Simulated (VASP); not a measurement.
# Fe (Fd-3m) in VASP: further runs

The runs below take Fe through single point, with PBEsol.

All numbers are computed with VASP 6.6.1; they aren't measurements. Logs are shortened: lines on timing, memory, paths and dates and some standing lists are left out, and cuts for length are marked.

**1. The cell of the first run**

Symmetry: Fd-3m, No. 227, cubic system. Conventional cell: a = 4.793 Å, b = 4.793 Å, c = 4.793 Å, α = 90.00°, β = 90.00°, γ = 90.00°. Within 2.7 Å of Fe (site symmetry -43m) lie 4 Fe at 2.08 Å.

This isn't the form of Fe at room conditions, which is bcc.

**2. Single point, PBEsol, collinear spin, ferromagnetic start**

The input, INCAR:

```
SYSTEM = Fe
  PREC = Accurate
  ENCUT = 520
  EDIFF = 1E-6
  ISMEAR = -1
  SIGMA = 0.1
  LREAL = .False.
  LASPH = .True.
  NELM = 150
  ALGO = Normal
  ISIF = 2
  LWAVE = .False.
  LCHARG = .False.
  ISPIN = 2
  MAGMOM = 2.5 2.5
  LORBIT = 11
  LMAXMIX = 4
  GGA = PS
  NBANDS = 19
```

The input, KPOINTS:

```
Automatic mesh
0
Gamma
  14 14 14
  0 0 0
```

The input, POSCAR:

```
Fe
1.0
    0.0000000000      2.3962859768      2.3962859768
    2.3962859768      0.0000000000      2.3962859768
    2.3962859768      2.3962859768      0.0000000000
Fe
2
Direct
   -0.1250000000     -0.1250000000     -0.1250000000
    0.1250000000      0.1250000000      0.1250000000
```

Potentials or basis: VASP PAW PBE potentials, release 64 (Fe).

Run with:

```sh
$ cat potpaw_PBE.64/Fe/POTCAR > POTCAR
$ mpirun -np 1 vasp_std > vasp.out
```

OUTCAR:

```text
SYSTEM = Fe
   PREC = Accurate
   ENCUT = 520
   EDIFF = 1E-6
   ISMEAR = -1
   LREAL = .False.
   LASPH = .True.
   NELM = 150
   ISIF = 2
   ISPIN = 2
   LORBIT = 11
   GGA = PS

 ion  position               nearest neighbor table
   1  0.875  0.875  0.875-   2 2.08   2 2.08   2 2.08   2 2.08
   2  0.125  0.125  0.125-   1 2.08   1 2.08   1 2.08   1 2.08

  LATTYP: Found a face centered cubic cell.
 ALAT       =     4.7925719536

  Lattice vectors:

 A1 = (   0.0000000000,   2.3962859768,   2.3962859768)
 A2 = (   2.3962859768,   0.0000000000,   2.3962859768)
 A3 = (   2.3962859768,   2.3962859768,   0.0000000000)

Analysis of symmetry for initial positions (statically):
=====================================================================
 Subroutine PRICEL returns:
 Original cell was already a primitive cell.

 Routine SETGRP: Setting up the symmetry group for a
 face centered cubic supercell.

 Subroutine GETGRP returns: Found 48 space group operations
 (whereof 12 operations were pure point group operations)
 out of a pool of 48 trial point group operations.

The static configuration has the point symmetry D_3d.
 The point group associated with its full space group is O_h .

Analysis of symmetry for dynamics (positions and initial velocities):
=====================================================================
 Subroutine PRICEL returns:
 Original cell was already a primitive cell.

 Routine SETGRP: Setting up the symmetry group for a
 face centered cubic supercell.

 Subroutine GETGRP returns: Found 48 space group operations
 (whereof 12 operations were pure point group operations)
 out of a pool of 48 trial point group operations.

The dynamic configuration has the point symmetry D_3d.
 The point group associated with its full space group is O_h .

Analysis of structural, dynamic, and magnetic symmetry:
=====================================================================
 Subroutine PRICEL returns:
 Original cell was already a primitive cell.

 Routine SETGRP: Setting up the symmetry group for a
 face centered cubic supercell.

 Subroutine GETGRP returns: Found 48 space group operations
 (whereof 12 operations were pure point group operations)
 out of a pool of 48 trial point group operations.

The overall configuration has the point symmetry D_3d.
 The point group associated with its full space group is O_h .

 Subroutine INISYM returns: Found 48 space group operations
 (whereof 12 operations are pure point group operations),
 and found     1 'primitive' translations

----------------------------------------------------------------------------------------

                                     Primitive cell

  volume of cell :      27.5198

  direct lattice vectors                    reciprocal lattice vectors
     0.000000000  2.396285977  2.396285977    -0.208656231  0.208656231  0.208656231
     2.396285977  0.000000000  2.396285977     0.208656231 -0.208656231  0.208656231
     2.396285977  2.396285977  0.000000000     0.208656231  0.208656231 -0.208656231

  length of vectors
     3.388860128  3.388860128  3.388860128     0.361403193  0.361403193  0.361403193

  position of ions in fractional coordinates (direct lattice)
     0.875000000  0.875000000  0.875000000
     0.125000000  0.125000000  0.125000000

  ion indices of the primitive-cell ions
   primitive index   ion index
                 1           1
                 2           2

----------------------------------------------------------------------------------------

 KPOINTS: Automatic mesh

Automatic generation of k-mesh.
 Grid dimensions read from file:
 generate k-points for:   14   14   14

 Generating k-lattice:

  Cartesian coordinates                     Fractional coordinates (reciprocal lattice)
    -0.014904016  0.014904016  0.014904016     0.071428571  0.000000000  0.000000000
     0.014904016 -0.014904016  0.014904016     0.000000000  0.071428571  0.000000000
     0.014904016  0.014904016 -0.014904016     0.000000000  0.000000000  0.071428571

  Length of vectors
     0.025814514  0.025814514  0.025814514

  Shift w.r.t. Gamma in fractional coordinates (k-lattice)
     0.000000000  0.000000000  0.000000000

 Subroutine IBZKPT returns following result:
 ===========================================

 Found    104 irreducible k-points:

 Following reciprocal coordinates:
            Coordinates               Weight
  0.000000  0.000000  0.000000      1.000000
  0.071429  0.000000  0.000000      8.000000
  0.142857  0.000000  0.000000      8.000000
  0.214286  0.000000  0.000000      8.000000
  0.285714  0.000000  0.000000      8.000000
  0.357143  0.000000  0.000000      8.000000
[... 16 lines left out ...]
  0.214286  0.142857  0.000000     24.000000
  0.285714  0.142857  0.000000     24.000000
 [... further k-points ...]
   k-points           NKPTS =    104   k-points in BZ     NKDIM =    104   number of bands    NBANDS=     19
   number of dos      NEDOS =    301   number of ions     NIONS =      2
   total plane-waves  NPLWV =  21952
   dimension x,y,z NGX =    28 NGY =   28 NGZ =   28
   dimension x,y,z NGXF=    56 NGYF=   56 NGZF=   56
   ions per type =               2
   NGX,Y,Z   is equivalent  to a cutoff of  13.74, 13.74, 13.74 a.u.
   NGXF,Y,Z  is equivalent  to a cutoff of  27.47, 27.47, 27.47 a.u.
 SYSTEM =  Fe
   PREC   = accura    normal or accurate (medium, high low for compatibility)
   ISTART =      0    job   : 0-new  1-cont  2-samecut
   ICHARG =      2    charge: 1-file 2-atom 10-const
   ISPIN  =      2    spin polarized calculation?
   LNONCOLLINEAR =      F non collinear calculations
   LSORBIT =      F    spin-orbit coupling
   LASPH  =      T    aspherical Exc in radial PAW
   ENCUT  =  520.0 eV  38.22 Ry    6.18 a.u.   6.30  6.30  6.30*2*pi/ulx,y,z
   NELM   =    150;   NELMIN=  2; NELMDL= -5     # of ELM steps
   EDIFF  = 0.1E-05   stopping-criterion for ELM
   LREAL  =      F    real-space projection
   EDIFFG = 0.1E-04   stopping-criterion for IOM
   NSW    =      0    number of steps for IOM
   IBRION =     -1    ionic relax: 0-MD 1-quasi-New 2-CG
   NFREE  =      0    steps in history (QN), initial steepest desc. (CG)
   ISIF   =      2    stress and relaxation
   ISYM   =      2    0-nonsym 1-usesym 2-fastsym
   POTIM  = 0.5000    time-step for ionic-motion
   TEBEG  =    0.0;   TEEND  =   0.0 temperature during run
   PSTRESS=    0.0 pullay stress
   NELECT =      16.0000    total number of electrons
   NUPDOWN=      -1.0000    fix difference up-down
   EMIN   =  10.00;   EMAX   =-10.00  energy-range for DOS
   EFERMI =   0.00;   METHOD = LEGACY
   ISMEAR =    -1;   SIGMA  =   0.10  broadening in eV -4-tet -1-fermi 0-gaus
   EFERMI_NEDOS =   21; number of points for ismear=-14 and -15
   IALGO  =     38    algorithm
   IMIX   =      4    mixing-type and parameters
     AMIX     =   0.40;   BMIX     =  1.00
     AMIX_MAG =   1.60;   BMIX_MAG =  1.00
  volume/ion in A,a.u.               =      13.76        92.86
  Fermi-wavevector in a.u.,A,eV,Ry     =   1.366363  2.582052 25.401378  1.866949
  Thomas-Fermi vector in A             =   2.492510
   LORBIT       =     11    0 simple, 1 ext, 2 COOP (PROOUT), +10 PAW based schemes
   GGA     = PS    functional components
   LHFCALC =     F    Hartree Fock is set to
   AEXX    =    0.0000 exact exchange contribution
   IVDW    =     0    specifies the selected vdW correction
   LEPSILON=     F    determine dielectric tensor
   LRPA    =     F    only Hartree local field effects (RPA)
 spin polarized calculation
  energy-cutoff  :      520.00
  volume of cell :       27.52
 maximum number of plane-waves:       757
 NGX is ok and might be reduce to    28
   NGX = 13   NGY = 13   NGZ = 13

 number of electron      16.0000002 magnetization      -0.0030488

 number of electron      16.0000002 magnetization       0.0019265

 Free energy of the ion-electron system (eV)
  ---------------------------------------------------
  ext. energy  EPLUGINS =         0.00000000
  ---------------------------------------------------
  free energy    TOTEN  =       -15.35109156 eV

  energy without entropy =      -15.27245878  energy(sigma->0) =      -15.31177517

 E-fermi :   3.8638     XC(G=0): -11.9479

 val. band max:        3.8628339823   @ k =  -0.4286   0.0714   0.0000
 cond. band min:       3.8638701082   @ k =  -0.2857   0.0714   0.0000
 fundamental gap:      0.0010361259
 Fermi energy:         3.8637755999

 spin component 1

 k-point     1 :       0.0000    0.0000    0.0000
  band No.  band energies     occupation
      1      -3.0710      1.00000
      2       0.9141      1.00000
      3       0.9141      1.00000
      4       1.2754      1.00000
      5       1.2754      1.00000
      6       1.2754      1.00000
[... 11 lines left out ...]
     18      19.9723      0.00000
     19      21.4930      0.00000
[... 485 lines left out ...]
 k-point    24 :       0.2857    0.1429    0.0000
  band No.  band energies     occupation
      1      -1.5570      1.00000
      2       0.3103      1.00000
      3       1.1720      1.00000
      4       1.3660      1.00000
      5       1.4700      1.00000
      6       2.0326      1.00000
[... 11 lines left out ...]
     18      22.6629      0.00000
     19      24.3527      0.00000

 [... further k-points ...]

 spin component 2

 k-point     1 :       0.0000    0.0000    0.0000
  band No.  band energies     occupation
      1      -3.0710      1.00000
      2       0.9150      1.00000
      3       0.9150      1.00000
      4       1.2758      1.00000
      5       1.2758      1.00000
      6       1.2758      1.00000
[... 11 lines left out ...]
     18      19.9719      0.00000
     19      21.4928      0.00000
[... 485 lines left out ...]
 k-point    24 :       0.2857    0.1429    0.0000
  band No.  band energies     occupation
      1      -1.5569      1.00000
      2       0.3109      1.00000
      3       1.1727      1.00000
      4       1.3665      1.00000
      5       1.4707      1.00000
      6       2.0333      1.00000
[... 11 lines left out ...]
     18      22.6630      0.00000
     19      24.3528      0.00000

 [... further k-points ...]
[... 5 lines left out ...]
  --------------------------------------------------------------------------------------
  -------------------------------------------------------------------------------------
  Total       -0.0404107     -0.0404107     -0.0404107      0.0000000      0.0000000      0.0000000
  in kB       -2.3526729     -2.3526729     -2.3526729      0.0000000      0.0000000      0.0000000
  external PRESSURE =      -2.3526729 kB  Pullay stress =       0.0000000 kB

 VOLUME and BASIS-vectors are now :
 -----------------------------------------------------------------------------
  energy-cutoff  :      520.00
  volume of cell :       27.52
      direct lattice vectors                 reciprocal lattice vectors
     0.000000000  2.396285977  2.396285977    -0.208656231  0.208656231  0.208656231
     2.396285977  0.000000000  2.396285977     0.208656231 -0.208656231  0.208656231
     2.396285977  2.396285977  0.000000000     0.208656231  0.208656231 -0.208656231

 POSITION                                       TOTAL-FORCE (eV/Angst)
 -----------------------------------------------------------------------------------
      4.19350      4.19350      4.19350         0.000000     -0.000000      0.000000
      0.59907      0.59907      0.59907        -0.000000      0.000000     -0.000000
 -----------------------------------------------------------------------------------
    total drift:                                0.000000     -0.000000     -0.000000

  FREE ENERGIE OF THE ION-ELECTRON SYSTEM (eV)
  ---------------------------------------------------
  free  energy   TOTEN  =       -15.3510915616 eV

  energy  without entropy=      -15.2724587783  energy(sigma->0) =      -15.31177517

 total charge

# of ion       s       p       d       tot
------------------------------------------
    1        0.607   0.470   6.507   7.584
    2        0.607   0.470   6.507   7.584
--------------------------------------------------
tot          1.213   0.940  13.014  15.168

 magnetization (x)

# of ion       s       p       d       tot
------------------------------------------
    1       -0.000  -0.000   0.000   0.000
    2       -0.000  -0.000   0.000   0.000
--------------------------------------------------
tot         -0.000  -0.000   0.001   0.001
```

Run time: 2.2 min. Hardware: 1 thread of Intel Xeon 8259CL, shared host; peak memory 0.22 GiB.

Results:

```
Free energy                                           : -15.3511 eV
Pressure                                              : -0.2 GPa
Band gap on the k mesh                                : zero (filled and empty bands overlap)
Net moment                                            : 0.00 μB per cell
Valence electrons inside the program's atomic spheres : Fe 7.58
```

Caveat: the PAW data sets were made with another functional, which shifts forces and pressure a little.

**3. Single point, PBEsol, collinear spin, ferromagnetic start**

The input, INCAR:

```
PREC = Accurate
ENCUT = 520
EDIFF = 1E-6
ISMEAR = -1
SIGMA = 0.1
LREAL = False
LASPH = True
NELM = 150
ALGO = Normal
ISIF = 2
LWAVE = False
LCHARG = False
ISPIN = 2
MAGMOM = 2.5 2.5
LORBIT = 11
LMAXMIX = 4
GGA = PS
NBANDS = 19
```

The input, KPOINTS:

```
regular mesh
0
Gamma
  14 14 14
```

The input, POSCAR:

```
Fe
1.0
    0.0000000000      2.3965742591      2.3965742591
    2.3965742591      0.0000000000      2.3965742591
    2.3965742591      2.3965742591      0.0000000000
Fe
2
Direct
   -0.1250000000     -0.1250000000     -0.1250000000
    0.1250000000      0.1250000000      0.1250000000
```

Potentials or basis: VASP PAW PBE potentials, release 64 (Fe).

Run with:

```sh
$ cat potpaw_PBE.64/Fe/POTCAR > POTCAR
$ mpirun -np 1 vasp_std > vasp.out
```

Run time: 2.1 min. Hardware: 1 thread of Intel Xeon 8259CL, shared host; peak memory 0.22 GiB.

It converged, with:

```yaml
Free_energy: -15.3511 eV
Pressure: -0.3 GPa
Band_gap_on_the_k_mesh: zero (filled and empty bands overlap)
Net_moment: 0.00 μB per cell
Valence_electrons_inside_the_program's_atomic_spheres: Fe 7.58
```

Levels at points of the mesh, in eV from the Fermi level:
Spin up:
| k point | band 6 | band 7 | band 8 | band 9 | band 10 | band 11 |
| --- | --- | --- | --- | --- | --- | --- |
| (0.00, 0.00, 0.00) | -2.59 | -0.43 | -0.43 | -0.43 | 1.33 | 1.33 |
| (0.50, 0.00, 0.00) | -2.62 | -1.14 | 0.19 | 0.19 | 1.06 | 1.06 |
| (0.50, 0.50, 0.00) | -1.40 | -0.79 | -0.79 | 1.27 | 1.27 | 2.87 |
Spin down:
```tsv
k point	band 6	band 7	band 8	band 9	band 10	band 11
(0.00, 0.00, 0.00)	-2.59	-0.43	-0.43	-0.43	1.33	1.33
(0.50, 0.00, 0.00)	-2.62	-1.14	0.19	0.19	1.06	1.06
(0.50, 0.50, 0.00)	-1.40	-0.79	-0.79	1.27	1.27	2.87
```

Caveat: the PAW data sets were made with another functional, which shifts forces and pressure a little.
